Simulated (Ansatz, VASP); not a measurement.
## CdS: VASP beside Ansatz

```
CELL_PARAMETERS angstrom
0.19458 2.98096 2.98096
2.98096 0.19458 2.98096
2.98096 2.98096 0.19458
ATOMIC_POSITIONS crystal
Cd 0.00743 0.00743 0.00743
S 0.24257 0.24257 0.24257
```

Change from the starting cell: epitaxial_111 strain -5.2%.

Alike in both runs: task single point; functional PBE; k mesh 8 × 8 × 8; occupations fermi-dirac, width 0.02 eV; no spin polarisation.

|  | VASP | Ansatz |
| --- | --- | --- |
| version | VASP 6.6.1 | Ansatz 0.2.0 |
| potentials or method | VASP PAW PBE potentials, release 64 (Cd, S) | plane waves, PAW |
| plane-wave cutoff (eV) | 520 | 420 |
| valence electrons in the cell | 18 | 26 |

```csv
,VASP,Ansatz,Ansatz less VASP
gap on the k mesh at the Fermi level (eV),0.92,0.92,-0.002
pressure (GPa),5.4,4.9,-0.42
"traceless stress, the component that is largest in VASP (GPa)",-1.71,-1.71,-0.006
rms of the force components (eV/Å),0.007,0.002,-0.0050
```

Atom by atom the forces differ by 0.005 eV/Å (rms over components). With one functional, cell and mesh, what is left measures potentials, basis and numerics. VASP's potentials hold 18 valence electrons a cell and Ansatz's 26, so a difference there can come from the potentials and not from the codes.
